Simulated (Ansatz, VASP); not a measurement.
## One calculation of SiC, two programs

Contents of INCAR:

```
ALGO = Normal
EDIFF = 1E-7
ENCUT = 520
GGA = PE
ISIF = 2
ISMEAR = 0
LASPH = T
LCHARG = F
LREAL = F
LWAVE = F
NBANDS = 16
NELM = 80
PREC = Accurate
SIGMA = 0.05
```

File KPOINTS:

```
k-points
0
Gamma
  12 12 6
```

POSCAR

```
SiC
1.0
    3.0917664073      0.0000000000      0.0000000000
   -1.5458832036      2.6775482513      0.0000000000
    0.0000000000      0.0000000000      5.2769820245
Si C
2 2
Direct
    0.3333333333      0.6666666667      0.0045635313
    0.6666666667      0.3333333333      0.5045635313
    0.3333333333      0.6666666667      0.3804364687
    0.6666666667      0.3333333333      0.8804364687
```

Input for Ansatz:

```yaml
crystal:
  lattice:
    - [3.0917664073, 0.0, 0.0]
    - [-1.5458832036, 2.6775482513, 0.0]
    - [0.0, 0.0, 5.2769820245]
  atoms:
    - { symbol: Si, position: [0.3333333333, 0.6666666667, 0.0045635313] }
    - { symbol: Si, position: [0.6666666667, 0.3333333333, 0.5045635313] }
    - { symbol: C, position: [0.3333333333, 0.6666666667, 0.3804364687] }
    - { symbol: C, position: [0.6666666667, 0.3333333333, 0.8804364687] }
basis:
  ecutwfc: 420
kpoints:
  mp_grid: { grid: [12, 12, 6] }
hamiltonian:
  xc: pbe
scf:
  occupations: { method: gaussian, width: 0.05 }
output:
  forces: true
  stress: true
  eigenvalues: true
```

Change from the starting cell: strain +0.000 along x and y, +0.040 along z, atoms carried along.

Alike in both runs: task single point; functional PBE; k mesh 12 × 12 × 6; occupations gaussian, width 0.05 eV; no spin polarisation.

|  | VASP | Ansatz |
| --- | --- | --- |
| version | VASP 6.6.1 | Ansatz 0.2.0 |
| potentials or method | VASP PAW PBE potentials, release 64 (Si, C), cutoff 520 eV | scalar-relativistic, plane waves, PAW |
| valence electrons in the cell | 16 | 16 |

```tsv
	VASP	Ansatz	Ansatz less VASP
gap on the k mesh at the Fermi level (eV)	2.23	2.24	+0.005
least direct gap on the mesh (eV)	4.20	4.21	+0.003
pressure (GPa)	-7.2	-7.2	+0.03
traceless stress, the component that is largest in VASP (GPa)	-12.25	-12.19	+0.061
rms of the force components (eV/Å)	0.110	0.109	-0.0002
```

Atom by atom the forces differ by 0.000 eV/Å (rms over components). With one functional, cell and mesh, what is left measures potentials, basis and numerics.
